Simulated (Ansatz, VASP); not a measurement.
TaN in VASP and in Ansatz

```xyz
2
Lattice="0.0000 2.1550 2.1878 2.1550 0.0000 2.1878 2.1550 2.1550 0.0000" Properties=species:S:1:pos:R:3 pbc="T T T"
Ta    2.1550    2.1550    2.1878
N     0.0000    0.0000    0.0000
```

Change from the starting cell: strain -0.015 along x and y, +0.000 along z, atoms carried along.

Alike in both runs: task single point; functional PBEsol; k mesh 24 × 24 × 24; occupations gaussian, width 0.15 eV; no spin polarisation.

|  | VASP | Ansatz |
| --- | --- | --- |
| version | VASP 6.6.1 | Ansatz 0.2.0 |
| potentials or method | VASP PAW PBE potentials, release 64 (Ta_pv, N), cutoff 520 eV | scalar-relativistic, plane waves, PAW |
| valence electrons in the cell | 16 | 18 |

|  | VASP | Ansatz | Ansatz less VASP |
| --- | --- | --- | --- |
| gap on the k mesh at the Fermi level (eV) | none | none | - |
| pressure (GPa) | 12.9 | 11.8 | -1.17 |
| traceless stress, the component that is largest in VASP (GPa) | -7.31 | -7.27 | +0.044 |

VASP's potentials were made for PBE, not for PBEsol. A gap of «none» marks a metal or a gap that the smearing closes. The functional is the same, so the differences come from potentials, cutoffs and numerics. VASP's potentials hold 16 valence electrons a cell and Ansatz's 18, so a difference there can come from the potentials and not from the codes.

Spin-orbit coupling is off throughout.
